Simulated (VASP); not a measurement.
Ca2ScC: single point with PBE

Crystal: Ca2ScC.

```
Ca Sc C
1.0
     7.70390    0.00000    0.00000
     0.00000    7.70390    0.00000
     0.00000    0.00000    4.29679
Ca Sc C
4 2 2
Direct
  0.21014 0.50000 0.50000
  0.50000 0.21014 0.00000
  0.78986 0.50000 0.50000
  0.50000 0.78986 0.00000
  0.00000 0.00000 0.25000
  0.00000 0.00000 0.75000
  0.50000 0.50000 0.00000
  0.50000 0.50000 0.50000
```

| Property | Result |
| --- | --- |
| Program | VASP 6.6.1 |
| Task | single point |
| Functional | PBE |
| Potentials or basis | VASP PAW PBE potentials, release 64 (Ca_sv, Sc_sv, C) |
| Cutoff | 520 eV |
| k mesh | 6 × 6 × 10 |
| Occupations | gaussian, width 0.1 eV |
| Spin | no spin polarisation |
| Dipole correction | no |
| Further INCAR settings | ALGO = Normal; EDIFF = 1e-06; NBANDS = 45 |

```
Pressure               : 0.2 GPa
Largest force          : 0.044 eV/Å
Band gap on the k mesh : zero (bands 35 and 36 overlap by 0.97 eV)
```

Forces on the atoms (eV/Å):
```
Ca  -0.044  0.000  0.000
Ca   0.000 -0.044  0.000
Ca   0.044  0.000  0.000
Ca   0.000  0.044  0.000
Sc   0.000  0.000  0.000
Sc   0.000  0.000  0.000
C    0.000  0.000  0.000
C    0.000  0.000  0.000
```

Stress tensor (GPa, compression positive):
```
0.10 0.00 0.00
0.00 0.10 0.00
0.00 0.00 0.45
```

Levels at points of the mesh, in eV from the Fermi level:
| k point | band 33 | band 34 | band 35 | band 36 | band 37 | band 38 | band 39 | band 40 |
| --- | --- | --- | --- | --- | --- | --- | --- | --- |
| (0.00, 0.00, 0.00) | -0.94 | -0.67 | -0.35 | -0.35 | 0.26 | 0.35 | 0.35 | 1.10 |
| (0.50, 0.00, 0.00) | -1.03 | -0.66 | -0.21 | -0.11 | -0.01 | 0.13 | 0.60 | 1.02 |
| (0.50, 0.50, 0.00) | -0.74 | -0.74 | -0.66 | -0.61 | 0.15 | 0.15 | 0.17 | 1.79 |
| (0.00, 0.00, 0.50) | 0.34 | 0.34 | 0.35 | 0.35 | 0.67 | 0.67 | 1.40 | 1.40 |
| (0.50, 0.00, 0.50) | -0.25 | -0.21 | 0.33 | 0.39 | 0.97 | 1.13 | 1.38 | 1.55 |
| (0.50, 0.50, 0.50) | 0.04 | 0.04 | 0.16 | 0.16 | 1.14 | 1.14 | 1.30 | 1.30 |

Run time: 6.9 min on 1 thread of AMD EPYC 9R45 96-Core Processor (Zen 5), on a shared host, peak memory 0.7 GiB.
